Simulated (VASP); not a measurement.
Input of a VASP 6.6.1 run:

Contents of INCAR:

```
SYSTEM = Cu
AGGAC = 1.0
AGGAX = 1.0
ALDAC = 0.0
ALDAX = 1.0
ALGO = Normal
EDIFF = 1E-7
ENCUT = 520
GGA = B5
ISIF = 2
ISMEAR = -1
LASPH = .TRUE.
LCHARG = .FALSE.
LREAL = .FALSE.
LWAVE = .FALSE.
NBANDS = 18
NELM = 80
PREC = Accurate
SIGMA = 0.1
```

KPOINTS

```
k-points
0
G
  15 15 8
  0 0 0
```

The input POSCAR:

```
Cu
1.0
   -1.3876771745      1.6855973392      1.2366396963
    1.6855973392     -1.3876771745      1.2366396963
    2.8635823272      2.8635823272     -0.6909983689
Cu
2
Direct
    0.0416600345      0.9583399655      0.0000000000
    0.7083399655      0.2916600345      0.5000000000
```

Potentials or basis: VASP PAW PBE potentials, release 64 (Cu).

Launch:

```console
$ cat potpaw_PBE.64/Cu/POTCAR > POTCAR
$ mpirun -np 1 vasp_std > vasp.out
```

(1) What does it give for the band gap on the k mesh?

(2) What does it give for the pressure?

Results:

(1) zero (band 11 reaches 13.02 eV, above the bottom of band 12 at 6.63 eV).

(2) 20.7 GPa.

Caveat: the PAW data sets were made with another functional, which shifts forces and pressure a little.
